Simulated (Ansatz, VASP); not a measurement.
**One calculation of KCl, two programs**

File INCAR:

```
PREC     = Accurate       # precision mode
ENCUT    = 520            # plane-wave cutoff, eV
EDIFF    = 1E-7           # SCF threshold, eV
ISMEAR   = 0              # smearing method
SIGMA    = 0.05           # smearing width, eV
LREAL    = False          # projectors in reciprocal space
LASPH    = True           # aspherical terms in the spheres
NELM     = 80             # most SCF steps
ALGO     = Normal         # electronic algorithm
ISIF     = 2              # what is computed and relaxed
LWAVE    = False          # write WAVECAR
LCHARG   = False          # write CHGCAR
GGA      = PE             # functional
NBANDS   = 15             # bands
```

Contents of KPOINTS:

```
regular mesh
0
Gamma
  6 6 6
```

POSCAR

```
KCl
1.0
    0.0000000000      3.2034415000      3.1561000000
    3.2034415000      0.0000000000      3.1561000000
    3.2034415000      3.2034415000      0.0000000000
K Cl
1 1
Direct
    0.0000000000      0.0000000000      0.0000000000
    0.5000000000      0.5000000000      0.5000000000
```

Input for Ansatz:

```yaml
crystal:
  lattice:
    - [0.0, 3.2034415, 3.1561]
    - [3.2034415, 0.0, 3.1561]
    - [3.2034415, 3.2034415, 0.0]
  atoms:
    - { symbol: K, position: [0.0, 0.0, 0.0] }
    - { symbol: Cl, position: [0.5, 0.5, 0.5] }
basis:
  ecutwfc: 420
kpoints:
  mp_grid: { grid: [6, 6, 6] }
hamiltonian:
  xc: pbe
scf:
  occupations: { method: gaussian, width: 0.05 }
output:
  forces: true
  stress: true
  eigenvalues: true
```

Change from the starting cell: strain +0.0150 x Voigt [1, 1, 0, 0, 0, 0], atoms carried along.

Alike in both runs: task single point; functional PBE; k mesh 6 × 6 × 6; occupations gaussian, width 0.05 eV; no spin polarisation.

```csv
,VASP,Ansatz
version,VASP 6.6.1,Ansatz 0.2.0
potentials or method,"VASP PAW PBE potentials, release 64 (K_sv, Cl), cutoff 520 eV","scalar-relativistic, plane waves, PAW"
valence electrons in the cell,16,16
```

VASP gave:

* gap on the k mesh at the Fermi level (eV): 5.05
* least direct gap on the mesh (eV): 5.05
* pressure (GPa): 0.1
* traceless stress, the component that is largest in VASP (GPa): 0.32

Problem. What did Ansatz give for the same quantities?

Solution. gap on the k mesh at the Fermi level (eV): 5.05; least direct gap on the mesh (eV): 5.05; pressure (GPa): 0.1; traceless stress, the component that is largest in VASP (GPa): 0.31.
